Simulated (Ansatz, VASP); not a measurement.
# One calculation of BN, two programs

The input INCAR:

```
  PREC = Accurate
  ENCUT = 520
  EDIFF = 1E-7
  ISMEAR = 0
  SIGMA = 0.05
  LREAL = False
  LASPH = True
  NELM = 60
  ALGO = Normal
  ISIF = 2
  LWAVE = False
  LCHARG = False
  GGA = PE
  NBANDS = 16
```

File KPOINTS:

```
regular mesh
0
Gamma
  12 12 6
```

POSCAR

```
BN
1.0
    2.4517820176      0.0000000000      0.0000000000
   -1.2258910088      2.1233055118      0.0000000000
    0.0000000000      0.0000000000      4.3959292000
B N
2 2
Direct
    0.6666666667      0.3333333333      0.9997240000
    0.3333333333      0.6666666667      0.4997240000
    0.6666666667      0.3333333333      0.6252760000
    0.3333333333      0.6666666667      0.1252760000
```

Input for Ansatz:

```yaml
crystal:
  lattice:
    - [2.4517820176, 0.0, 0.0]
    - [-1.2258910088, 2.1233055118, 0.0]
    - [0.0, 0.0, 4.3959292]
  atoms:
    - { symbol: B, position: [0.6666666667, 0.3333333333, 0.999724] }
    - { symbol: B, position: [0.3333333333, 0.6666666667, 0.499724] }
    - { symbol: "N", position: [0.6666666667, 0.3333333333, 0.625276] }
    - { symbol: "N", position: [0.3333333333, 0.6666666667, 0.125276] }
basis:
  ecutwfc: 420
kpoints:
  mp_grid: { grid: [12, 12, 6] }
hamiltonian:
  xc: pbe
scf:
  occupations: { method: gaussian, width: 0.05 }
output:
  forces: true
  stress: true
  eigenvalues: true
```

Change from the starting cell: strain -0.040 along x and y, +0.040 along z, atoms carried along.

Alike in both runs: task single point; functional PBE; k mesh 12 × 12 × 6; occupations gaussian, width 0.05 eV; no spin polarisation.

|  | VASP | Ansatz |
| --- | --- | --- |
| version | VASP 6.6.1 | Ansatz 0.2.0 |
| potentials or method | VASP PAW PBE potentials, release 64 (B, N), cutoff 520 eV | scalar-relativistic, plane waves, PAW |
| valence electrons in the cell | 16 | 16 |

```tsv
	VASP	Ansatz	Ansatz less VASP
gap on the k mesh at the Fermi level (eV)	4.80	4.81	+0.014
least direct gap on the mesh (eV)	6.09	6.09	+0.002
pressure (GPa)	20.4	20.1	-0.37
traceless stress, the component that is largest in VASP (GPa)	-54.38	-53.99	+0.398
rms of the force components (eV/Å)	0.022	0.032	+0.0105
```

Atom by atom the forces differ by 0.011 eV/Å (rms over components).
